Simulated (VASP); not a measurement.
C18F, 19 atoms in the cell. The cell holds a slab with vacuum, 19 atoms: a = 7.398 Å, b = 7.398 Å, c = 11.000 Å, α = 90.00°, β = 90.00°, γ = 120.00°. 

| Item | Value |
| --- | --- |
| Program | VASP 6.6.1 |
| Task | single point |
| Functional | LDA |
| Potentials or basis | VASP PAW LDA potentials, release 64 (C, F) |
| Cutoff | 520 eV |
| k mesh | 2 × 2 × 1 |
| Occupations | fermi-dirac, width 0.05 eV |
| Spin | collinear spin, zero start |
| Starting moments | [0.0, 0.0, 0.0, 0.0, 0.0, 0.0, 0.0, 0.0, 0.0, 0.0, 0.0, 0.0, 0.0, 0.0, 0.0, 0.0, 0.0, 0.0, 0.0] μB |
| Dipole correction | no |
| Further INCAR settings | LREAL = Auto; ALGO = Normal; EDIFF = 1e-06; NBANDS = 58 |

Potentials or basis: VASP PAW LDA potentials, release 64 (C, F).

Run with:

```bash
$ cat potpaw_LDA.64/C/POTCAR potpaw_LDA.64/F/POTCAR > POTCAR
$ mpirun -np 1 vasp_std > vasp.out
```

Hardware: 1 thread of Intel(R) Xeon(R) 6975P-C (Granite Rapids) (shared host).

Q: How long does it take, and how much memory?

A: Run time: 4.3 min on 1 thread of Intel(R) Xeon(R) 6975P-C (Granite Rapids) (shared host), peak memory 0.52 GiB. Counts: scf iterations 26, k points 4.
